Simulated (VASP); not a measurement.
# WSe2 (P6_3/mmc) in VASP: further runs, part 2 of 2

VASP 6.6.1. Earlier steps stand in the parts before.

**5. Single point, PBE**

This run uses another cell than the first one, of 19.54 Å³/atom.

Contents of INCAR:

```
ALGO = Normal
EDIFF = 1E-6
ENCUT = 520
GGA = PE
ISIF = 2
ISMEAR = 0
LASPH = T
LCHARG = F
LREAL = F
LWAVE = F
NBANDS = 35
NELM = 80
PREC = Accurate
SIGMA = 0.02
```

Contents of KPOINTS:

```
k-points
0
Gamma
  12 12 2
```

Contents of POSCAR:

```
WSe2
1.0
    3.2685120639      0.0000000000      0.0000000000
   -1.6342560320      2.8306144799      0.0000000000
    0.0000000000      0.0000000000     12.6736096738
W Se
2 4
Direct
    0.6666666667      0.3333333333      0.7500000000
    0.3333333333      0.6666666667      0.2500000000
    0.3333333333      0.6666666667      0.8830103712
    0.6666666667      0.3333333333      0.3830103712
    0.3333333333      0.6666666667      0.6169896288
    0.6666666667      0.3333333333      0.1169896288
```

Potentials or basis: VASP PAW PBE potentials, release 64 (W_sv, Se).

The run is started by

```bash
> cat potpaw_PBE.64/W_sv/POTCAR potpaw_PBE.64/Se/POTCAR > POTCAR
> mpirun -np 1 vasp_std > vasp.out
```

OUTCAR:

```text
EDIFF = 1E-6
   ENCUT = 520
   GGA = PE
   ISIF = 2
   ISMEAR = 0
   LASPH = T
   LREAL = F
   NELM = 80
   PREC = Accurate

 ion  position               nearest neighbor table
   1  0.667  0.333  0.750-   3 2.53   5 2.53   3 2.53   5 2.53   3 2.53   5 2.53
   2  0.333  0.667  0.250-   4 2.53   6 2.53   4 2.53   6 2.53   4 2.53   6 2.53
   3  0.333  0.667  0.883-   1 2.53   1 2.53   1 2.53
   4  0.667  0.333  0.383-   2 2.53   2 2.53   2 2.53
   5  0.333  0.667  0.617-   1 2.53   1 2.53   1 2.53
   6  0.667  0.333  0.117-   2 2.53   2 2.53   2 2.53

  LATTYP: Found a hexagonal cell.
 ALAT       =     3.2685120639
 C/A-ratio  =     3.8774859710

  Lattice vectors:

 A1 = (   3.2685120639,   0.0000000000,   0.0000000000)
 A2 = (  -1.6342560320,   2.8306144799,   0.0000000000)
 A3 = (   0.0000000000,   0.0000000000,  12.6736096738)

Analysis of symmetry for initial positions (statically):
=====================================================================
 Subroutine PRICEL returns:
 Original cell was already a primitive cell.

 Routine SETGRP: Setting up the symmetry group for a
 hexagonal supercell.

 Subroutine GETGRP returns: Found 24 space group operations
 (whereof 12 operations were pure point group operations)
 out of a pool of 24 trial point group operations.

The static configuration has the point symmetry D_3d.
 The point group associated with its full space group is D_6h.

Analysis of symmetry for dynamics (positions and initial velocities):
=====================================================================
 Subroutine PRICEL returns:
 Original cell was already a primitive cell.

 Routine SETGRP: Setting up the symmetry group for a
 hexagonal supercell.

 Subroutine GETGRP returns: Found 24 space group operations
 (whereof 12 operations were pure point group operations)
 out of a pool of 24 trial point group operations.

The dynamic configuration has the point symmetry D_3d.
 The point group associated with its full space group is D_6h.

 Subroutine INISYM returns: Found 24 space group operations
 (whereof 12 operations are pure point group operations),
 and found     1 'primitive' translations

----------------------------------------------------------------------------------------

                                     Primitive cell

  volume of cell :     117.2549

  direct lattice vectors                    reciprocal lattice vectors
     3.268512064  0.000000000  0.000000000     0.305949613  0.176640091  0.000000000
    -1.634256032  2.830614480  0.000000000     0.000000000  0.353280182  0.000000000
     0.000000000  0.000000000 12.673609674     0.000000000  0.000000000  0.078904119

  length of vectors
     3.268512064  3.268512064 12.673609674     0.353280182  0.353280182  0.078904119

  position of ions in fractional coordinates (direct lattice)
     0.666666667  0.333333333  0.750000000
     0.333333333  0.666666667  0.250000000
     0.333333333  0.666666667  0.883010371
     0.666666667  0.333333333  0.383010371
     0.333333333  0.666666667  0.616989629
[... 34 lines left out ...]

 Found     38 irreducible k-points:

 Following reciprocal coordinates:
            Coordinates               Weight
  0.000000  0.000000  0.000000      1.000000
  0.083333  0.000000  0.000000      6.000000
  0.166667  0.000000  0.000000      6.000000
  0.250000  0.000000  0.000000      6.000000
  0.333333  0.000000  0.000000      6.000000
  0.416667  0.000000  0.000000      6.000000
[... 16 lines left out ...]
  0.250000  0.000000  0.500000      6.000000
  0.333333  0.000000  0.500000      6.000000
 [... further k-points ...]
   k-points           NKPTS =     38   k-points in BZ     NKDIM =     38   number of bands    NBANDS=     35
   number of dos      NEDOS =    301   number of ions     NIONS =      6
   total plane-waves  NPLWV =  55296
   dimension x,y,z NGX =    24 NGY =   24 NGZ =   96
   dimension x,y,z NGXF=    48 NGYF=   48 NGZF=  192
   ions per type =               2   4
   NGX,Y,Z   is equivalent  to a cutoff of  12.21, 12.21, 12.59 a.u.
   NGXF,Y,Z  is equivalent  to a cutoff of  24.41, 24.41, 25.19 a.u.
 SYSTEM =  unknown system
   PREC   = accura    normal or accurate (medium, high low for compatibility)
   ISTART =      0    job   : 0-new  1-cont  2-samecut
   ICHARG =      2    charge: 1-file 2-atom 10-const
   ISPIN  =      1    spin polarized calculation?
   LNONCOLLINEAR =      F non collinear calculations
   LSORBIT =      F    spin-orbit coupling
   LASPH  =      T    aspherical Exc in radial PAW
   ENCUT  =  520.0 eV  38.22 Ry    6.18 a.u.   6.08  6.08 23.56*2*pi/ulx,y,z
   NELM   =     80;   NELMIN=  2; NELMDL= -5     # of ELM steps
   EDIFF  = 0.1E-05   stopping-criterion for ELM
   LREAL  =      F    real-space projection
   EDIFFG = 0.1E-04   stopping-criterion for IOM
   NSW    =      0    number of steps for IOM
   IBRION =     -1    ionic relax: 0-MD 1-quasi-New 2-CG
   NFREE  =      0    steps in history (QN), initial steepest desc. (CG)
   ISIF   =      2    stress and relaxation
   ISYM   =      2    0-nonsym 1-usesym 2-fastsym
   POTIM  = 0.5000    time-step for ionic-motion
   TEBEG  =    0.0;   TEEND  =   0.0 temperature during run
   PSTRESS=    0.0 pullay stress
   NELECT =      52.0000    total number of electrons
   NUPDOWN=      -1.0000    fix difference up-down
   EMIN   =  10.00;   EMAX   =-10.00  energy-range for DOS
   EFERMI =   0.00;   METHOD = LEGACY
   ISMEAR =     0;   SIGMA  =   0.02  broadening in eV -4-tet -1-fermi 0-gaus
   EFERMI_NEDOS =   21; number of points for ismear=-14 and -15
   IALGO  =     38    algorithm
   IMIX   =      4    mixing-type and parameters
     AMIX     =   0.40;   BMIX     =  1.00
     AMIX_MAG =   1.60;   BMIX_MAG =  1.00
  volume/ion in A,a.u.               =      19.54       131.88
  Fermi-wavevector in a.u.,A,eV,Ry     =   1.248434  2.359198 21.205867  1.558587
  Thomas-Fermi vector in A             =   2.382521
   LORBIT       =      0    0 simple, 1 ext, 2 COOP (PROOUT), +10 PAW based schemes
   GGA     = PE    functional components
   LHFCALC =     F    Hartree Fock is set to
   AEXX    =    0.0000 exact exchange contribution
   IVDW    =     0    specifies the selected vdW correction
   LEPSILON=     F    determine dielectric tensor
   LRPA    =     F    only Hartree local field effects (RPA)
 non-spin polarized calculation
 Gauss-broadening in eV      SIGMA  =   0.02
  energy-cutoff  :      520.00
  volume of cell :      117.25
 maximum number of plane-waves:      3204
   NGX = 13   NGY = 13   NGZ = 47

 number of electron      51.9999995 magnetization

 Free energy of the ion-electron system (eV)
  ---------------------------------------------------
  ext. energy  EPLUGINS =         0.00000000
  ---------------------------------------------------
  free energy    TOTEN  =       -43.02507601 eV

  energy without entropy =      -43.02507601  energy(sigma->0) =      -43.02507601

 E-fermi :   6.9153     XC(G=0): -10.9920

 val. band max:        6.7234988504   @ k =   0.0000   0.0000   0.0000
 cond. band min:       7.5667820481   @ k =   0.1667   0.1667   0.0000
 fundamental gap:      0.8432831977
 Fermi energy:         6.9152820641

 k-point     1 :       0.0000    0.0000    0.0000
  band No.  band energies     occupation
      1     -67.6268      2.00000
      2     -67.6267      2.00000
      3     -31.8857      2.00000
      4     -31.8856      2.00000
      5     -31.7393      2.00000
      6     -31.7393      2.00000
[... 901 lines left out ...]
     34      10.6352      0.00000
     35      12.2286      0.00000

 [... further k-points ...]

------------------------ aborting loop because EDIFF is reached ----------------------------------------

  FORCE on cell =-STRESS in cart. coord.  units (eV):
  Direction    XX          YY          ZZ          XY          YZ          ZX
  --------------------------------------------------------------------------------------
  -------------------------------------------------------------------------------------
  Total        3.8666378      3.8666378      3.9782536     -0.0000000      0.0000000      0.0000000
  in kB       52.8339314     52.8339314     54.3590562     -0.0000000      0.0000000      0.0000000
  external PRESSURE =      53.3423063 kB  Pullay stress =       0.0000000 kB

 VOLUME and BASIS-vectors are now :
 -----------------------------------------------------------------------------
  energy-cutoff  :      520.00
  volume of cell :      117.25
      direct lattice vectors                 reciprocal lattice vectors
     3.268512064  0.000000000  0.000000000     0.305949613  0.176640091  0.000000000
    -1.634256032  2.830614480  0.000000000     0.000000000  0.353280182  0.000000000
     0.000000000  0.000000000 12.673609674     0.000000000  0.000000000  0.078904119

 POSITION                                       TOTAL-FORCE (eV/Angst)
 -----------------------------------------------------------------------------------
      1.63426      0.94354      9.50521         0.000000      0.000000      0.000000
     -0.00000      1.88708      3.16840        -0.000000     -0.000000      0.000000
     -0.00000      1.88708     11.19093        -0.000000     -0.000000      0.050048
      1.63426      0.94354      4.85412         0.000000      0.000000      0.050048
     -0.00000      1.88708      7.81949        -0.000000     -0.000000     -0.050048
      1.63426      0.94354      1.48268         0.000000      0.000000     -0.050048
 -----------------------------------------------------------------------------------
    total drift:                               -0.000000      0.000000     -0.000000

  FREE ENERGIE OF THE ION-ELECTRON SYSTEM (eV)
  ---------------------------------------------------
  free  energy   TOTEN  =       -43.0250760069 eV

  energy  without entropy=      -43.0250760069  energy(sigma->0) =      -43.02507601
```

OSZICAR:

```text
N       E                     dE             d eps       ncg     rms          rms(c)
DAV:   1     0.505023604346E+03    0.50502E+03   -0.27851E+04  2956   0.146E+03
DAV:   2    -0.139033196314E+02   -0.51893E+03   -0.50239E+03  3128   0.398E+02
DAV:   3    -0.442317313459E+02   -0.30328E+02   -0.29834E+02  3246   0.908E+01
DAV:   4    -0.448841181759E+02   -0.65239E+00   -0.64790E+00  3155   0.136E+01
DAV:   5    -0.448924867950E+02   -0.83686E-02   -0.83602E-02  3213   0.166E+00    0.301E+01
DAV:   6    -0.434160682755E+02    0.14764E+01   -0.56534E+00  2965   0.158E+01    0.108E+01
DAV:   7    -0.432093260735E+02    0.20674E+00   -0.28687E+00  2821   0.808E+00    0.568E+00
DAV:   8    -0.430238834749E+02    0.18544E+00   -0.40581E-01  2936   0.437E+00    0.132E+00
DAV:   9    -0.430270496337E+02   -0.31662E-02   -0.61359E-02  3106   0.120E+00    0.952E-01
DAV:  10    -0.430251072089E+02    0.19424E-02   -0.13801E-02  2897   0.794E-01    0.133E-01
DAV:  11    -0.430251365765E+02   -0.29368E-04   -0.17218E-03  2891   0.269E-01    0.193E-01
DAV:  12    -0.430250837655E+02    0.52811E-04   -0.65774E-05  3099   0.523E-02    0.121E-01
DAV:  13    -0.430250754239E+02    0.83416E-05   -0.90576E-05  2915   0.576E-02    0.824E-03
DAV:  14    -0.430250760069E+02   -0.58300E-06   -0.59192E-06  2999   0.128E-02
   1 F= -.43025076E+02 E0= -.43025076E+02  d E =-.455843E-44
```

Wall time 68 s (1 thread of Intel Xeon 6975P-C (Granite Rapids), shared host); peak memory 0.3 GiB.

Results:

| Item | Value |
| --- | --- |
| Free energy | -43.0251 eV |
| Pressure | 5.3 GPa |
| Largest force | 0.050 eV/Å |
| Band gap on the k mesh | 0.84 eV (least direct gap 1.59 eV) |

Forces in eV/Å, atoms in the order of the input:
```
W    0.000  0.000  0.000
W    0.000  0.000  0.000
Se   0.000  0.000  0.050
Se   0.000  0.000  0.050
Se   0.000  0.000 -0.050
Se   0.000  0.000 -0.050
```

Stress tensor (GPa, compression positive):
```
5.28 0.00 0.00
0.00 5.28 0.00
0.00 0.00 5.44
```

Caveat: the cell stands under pressure; spin-orbit coupling is left out, which moves the levels of the heavy elements; this functional lacks dispersion, which binds the layers, so the pressure and a relaxed spacing across them are unreliable.

**6. Single point, PBE**

This run uses another cell than the first one, of 19.54 Å³/atom.

Contents of INCAR:

```
SYSTEM = WSe2
PREC = Accurate
ENCUT = 520
EDIFF = 1E-6
ISMEAR = 0
SIGMA = 0.02
LREAL = .FALSE.
LASPH = .TRUE.
NELM = 100
ALGO = Normal
ISIF = 2
LWAVE = .FALSE.
LCHARG = .TRUE.
GGA = PE
LELF = .TRUE.
LVHAR = .TRUE.
NBANDS = 35
```

Contents of KPOINTS:

```
Automatic mesh
0
G
  12 12 2
  0 0 0
```

POSCAR is that of step 5.

Potentials or basis: VASP PAW PBE potentials, release 64 (W_sv, Se).

The run is started by

```bash
> cat potpaw_PBE.64/W_sv/POTCAR potpaw_PBE.64/Se/POTCAR > POTCAR
> mpirun -np 1 vasp_std > vasp.out
```

Wall time 82 s (1 thread of Intel Xeon 6975P-C (Granite Rapids), shared host); peak memory 0.29 GiB.

Results (log left out):

```yaml
Free_energy: -43.0251 eV
Pressure: 5.3 GPa
Largest_force: 0.050 eV/Å
Band_gap_on_the_k_mesh: 0.84 eV (least direct gap 1.59 eV)
```

Forces on the atoms (eV/Å):
```
W    0.000  0.000  0.000
W    0.000  0.000  0.000
Se   0.000  0.000  0.050
Se   0.000  0.000  0.050
Se   0.000  0.000 -0.050
Se   0.000  0.000 -0.050
```

Stress tensor (GPa, compression positive):
```
5.28 0.00 0.00
0.00 5.28 0.00
0.00 0.00 5.44
```

Levels at points of the mesh, in eV from the valence-band top:
| k point | band 22 | band 23 | band 24 | band 25 | band 26 | band 27 | band 28 | band 29 | band 30 | band 31 |
| --- | --- | --- | --- | --- | --- | --- | --- | --- | --- | --- |
| (0.00, 0.00, 0.00) | -1.46 | -1.46 | -1.26 | -0.90 | 0.00 | 2.63 | 2.63 | 2.66 | 2.66 | 2.70 |
| (0.50, 0.00, 0.00) | -2.48 | -1.54 | -1.40 | -1.34 | -1.05 | 2.17 | 2.22 | 2.25 | 2.71 | 2.89 |
| (0.00, 0.00, 0.50) | -1.50 | -1.50 | -1.50 | -0.20 | -0.20 | 2.62 | 2.62 | 2.62 | 2.62 | 2.85 |
| (0.50, 0.00, 0.50) | -2.68 | -1.41 | -1.41 | -1.23 | -1.23 | 2.19 | 2.19 | 2.52 | 2.52 | 3.34 |

Caveat: the cell stands under pressure; spin-orbit coupling is left out, which moves the levels of the heavy elements; this functional lacks dispersion, which binds the layers, so the pressure and a relaxed spacing across them are unreliable.

**7. Overview**

| task | cell | k mesh | cutoff (eV) | smearing | mended | gap on the mesh (eV) | pressure (GPa) | largest force (eV/Å) |
| --- | --- | --- | --- | --- | --- | --- | --- | --- |
| relaxation of cell and atoms | relaxed to 40 GPa from a = 3.071, b = 3.071, c = 11.547 Å, angles 90.0, 90.0, 120.0°, 6 atoms, atomic positions A | 12 × 12 × 4 | 600 | gaussian 0.02 eV | - | none | 39.9 | 0.01 |
| single point | a = 3.321, b = 3.321, c = 15.044 Å, angles 90.0, 90.0, 120.0°, 6 atoms, atomic positions B | 18 × 18 × 3 | 500 | tetrahedron | yes | 1.46 | 0.3 | 0.05 |
| single point | a = 3.049, b = 3.049, c = 11.463 Å, angles 90.0, 90.0, 120.0°, 6 atoms, atomic positions C | 12 × 12 × 4 | 520 | gaussian 0.02 eV | - | none | 40.7 | 0.07 |
| single point | a = 3.269, b = 3.269, c = 12.674 Å, angles 90.0, 90.0, 120.0°, 6 atoms, atomic positions D | 12 × 12 × 2 | 520 | gaussian 0.02 eV | - | 0.84 | 5.3 | 0.05 |

Alike in all rows: level PBE; potentials or basis VASP PAW PBE potentials, release 64 (W_sv, Se); no spin polarisation.

Caveats: spin-orbit coupling is left out, which moves the levels of the heavy elements; this functional lacks dispersion, which binds the layers, so the pressure and a relaxed spacing across them are unreliable (at least some runs); the cell stands under pressure (at least some runs); the cell is relaxed towards a set pressure, so the run minimises the enthalpy, not the energy (at least some runs); an odd mesh through Γ misses points on the zone boundary, where band edges can lie (at least some runs).

Absolute energies hang on the potentials; compare differences alone.
